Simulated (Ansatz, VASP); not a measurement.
**CoO: VASP beside Ansatz**

INCAR

```
PREC = Accurate
ENCUT = 520
EDIFF = 1E-6
ISMEAR = -1
SIGMA = 0.05
LREAL = False
LASPH = True
NELM = 150
ALGO = Normal
ISIF = 2
LWAVE = False
LCHARG = True
ISPIN = 2
MAGMOM = 2 2 0 0
LORBIT = 11
LMAXMIX = 4
GGA = PS
LELF = True
LVHAR = True
NBANDS = 27
```

File KPOINTS:

```
Automatic mesh
0
Gamma
  10 10 5
```

POSCAR

```
CoO
1.0
    3.1544290168      0.0000000000      0.0000000000
   -1.5772145085      2.7318156630      0.0000000000
    0.0000000000      0.0000000000      5.1580428080
Co O
2 2
Direct
    0.3333333333      0.6666666667      0.5033624100
    0.0000000000      0.0000000000      0.0034741400
    0.3333333333      0.6666666667      0.8715556000
    0.0000000000      0.0000000000      0.3716088500
```

input.yaml

```yaml
crystal:
  lattice:
    - [3.1544290168, 0.0, 0.0]
    - [-1.5772145085, 2.731815663, 0.0]
    - [0.0, 0.0, 5.158042808]
  atoms:
    - { symbol: Co, position: [0.3333333333, 0.6666666667, 0.50336241], spin: 2.0 }
    - { symbol: Co, position: [0.0, 0.0, 0.00347414], spin: 2.0 }
    - { symbol: O, position: [0.3333333333, 0.6666666667, 0.8715556] }
    - { symbol: O, position: [0.0, 0.0, 0.37160885] }
kpoints:
  mp_grid: { grid: [10, 10, 5] }
scf:
  occupations: { method: fermi_dirac, width: 0.05 }
hamiltonian:
  xc: pbesol
  pseudopotentials: { kind: all_electron, lapw: { basis_error: 0.002 } }
magnetization:
  spin_polarized: true
output:
  forces: true
  stress: true
  eigenvalues: true
```

Change from the starting cell: volume scaled by 0.96.

Alike in both runs: task single point; functional PBEsol; k mesh 10 × 10 × 5; occupations fermi-dirac, width 0.05 eV; collinear spin.

```csv
,VASP,Ansatz
version,VASP 6.6.1,Ansatz 0.2.0
potentials or method,"VASP PAW PBE potentials, release 64 (Co, O), cutoff 520 eV","all-electron LAPW, scalar-relativistic"
```

```csv
,VASP,Ansatz,Ansatz less VASP
gap on the k mesh at the Fermi level (eV),none,none,-
pressure (GPa),-3.0,-5.2,-2.19
"traceless stress, the component that is largest in VASP (GPa)",3.62,2.04,-1.582
rms of the force components (eV/Å),0.181,0.048,-0.1338
net moment per atom (μB),1.38,0.00,-1.378
size of the moment on the site where the two differ most (μB),2.37,2.14,-0.231
```

The net moments are unlike, so the other rows may belong to different states. VASP's potentials were made for PBE, not for PBEsol. Site moments also hang on the region over which each program counts them. Atom by atom the forces differ by 0.229 eV/Å (rms over components). A gap of «none» marks a metal or a gap that the smearing closes. Ansatz ran all-electron here, and VASP with PAW potentials.
